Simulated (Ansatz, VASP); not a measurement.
# Two plane-wave programs on PbO2

```
Pb O
1.0
     0.00000    2.70199    2.70199
     2.70199    0.00000    2.70199
     2.70199    2.70199    0.00000
Pb O
1 2
Direct
  0.00000 0.00000 0.00000
  0.75000 0.75000 0.75000
  0.25000 0.25000 0.25000
```

Alike in both runs: task relaxation of cell and atoms; functional RPBE; dispersion D4; k mesh 9 × 9 × 9; occupations fermi-dirac, width 0.05 eV; no spin polarisation.

|  | VASP | Ansatz |
| --- | --- | --- |
| version | VASP 6.6.1 | Ansatz 0.2.0 |
| potentials or method | VASP PAW PBE potentials, release 64 (Pb_d, O) | Ansatz PAW |
| plane-wave cutoff (eV) | 600 | 420 |
| valence electrons in the cell | 26 | 26 |

```tsv
	VASP	Ansatz	Ansatz less VASP
gap on the k mesh at the Fermi level, each at its own relaxed structure (eV)	none	none	-
relaxed volume (Å³/atom)	13.00	13.00	-0.003
relaxed cell length with the largest relative difference (Å)	3.807	3.807	-0.0003
```

VASP's potentials were made for PBE, not for RPBE. A gap of «none» marks a metal or a gap that the smearing closes.

Neither program's run includes spin-orbit coupling. Noted on Ansatz's run: the plane-wave basis is chosen anew once the cell has moved, so the energies of steps on either side of that aren't comparable.
